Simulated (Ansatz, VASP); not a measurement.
One calculation of ZrB2, two programs

```xyz
3
Lattice="3.1700 0.0000 0.0000 -1.5850 2.7453 0.0000 0.0000 0.0000 3.5330" Properties=species:S:1:pos:R:3 pbc="T T T"
Zr    0.0000    0.0000    0.0000
B     1.5850    0.9151    1.7665
B     0.0000    1.8302    1.7665
```

Alike in both runs: functional PBE; k mesh 7 × 7 × 6; occupations fermi-dirac, width 0.05 eV; non-collinear spin, spin-orbit coupling.

|  | VASP | Ansatz |
| --- | --- | --- |
| version | VASP 6.6.1 | Ansatz 0.2.0 |
| potentials or method | VASP PAW PBE potentials, release 64 (Zr_sv, B), cutoff 520 eV | all-electron LAPW, relativistic spinors |
| task | single point | band structure |

|  | VASP | Ansatz | Ansatz less VASP |
| --- | --- | --- | --- |
| pressure (GPa) | 0.9 | 0.8 | -0.11 |
| traceless stress, the component that is largest in VASP (GPa) | 0.23 | 0.21 | -0.017 |
| net moment per atom (μB) | 0.00 | 0.00 | 0.000 |

Ansatz ran all-electron here, and VASP with PAW potentials.

Noted on Ansatz's run: the k mesh is thin for a metal, which can move the energy by tens of meV per atom.
